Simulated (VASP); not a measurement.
Runs of VASP 6.6.1 on BN. The structure is that of space group F-43m (No. 216), or close to it. The cells are those of the table. 

| cell | gap on the mesh (eV) | pressure (GPa) |
| --- | --- | --- |
| a = 2.496, b = 2.496, c = 2.552 Å, angles 59.2, 59.2, 61.5°, 2 atoms | 4.19 | 20.9 |
| a = 2.514, b = 2.514, c = 2.552 Å, angles 59.5, 59.5, 61.0°, 2 atoms | 4.45 | 13.9 |
| a = 2.533, b = 2.533, c = 2.552 Å, angles 59.8, 59.8, 60.5°, 2 atoms | 4.72 | (d) |
| a = 2.630, b = 2.630, c = 2.552 Å, angles 61.0, 61.0, 58.1°, 2 atoms | 4.39 | -19.6 |
| a = 2.620, b = 2.620, c = 2.552 Å, angles 60.9, 60.9, 58.3°, 2 atoms | 4.46 | -17.3 |
| a = 2.572, b = 2.572, c = 2.552 Å, angles 60.2, 60.2, 59.5°, 2 atoms | (b) | -4.6 |
| a = 2.610, b = 2.610, c = 2.552 Å, angles 60.7, 60.7, 58.5°, 2 atoms | 4.53 | (a) |
| a = 2.591, b = 2.591, c = 2.552 Å, angles 60.5, 60.5, 59.0°, 2 atoms | 4.68 | (c) |

Alike in all rows: task single point; level r2SCAN; potentials or basis VASP PAW PBE potentials, release 64 (B, N); no spin polarisation; k mesh 12 × 12 × 12; cutoff (eV) 520; smearing gaussian 0.05 eV.

Problem. Estimate the missing entries.

Solution. (a) -14.9; (b) 4.83; (c) -9.9; (d) 7.3.

Caveats: the PAW data sets were made with another functional, which shifts forces and pressure a little.

A k mesh can miss the band edges.
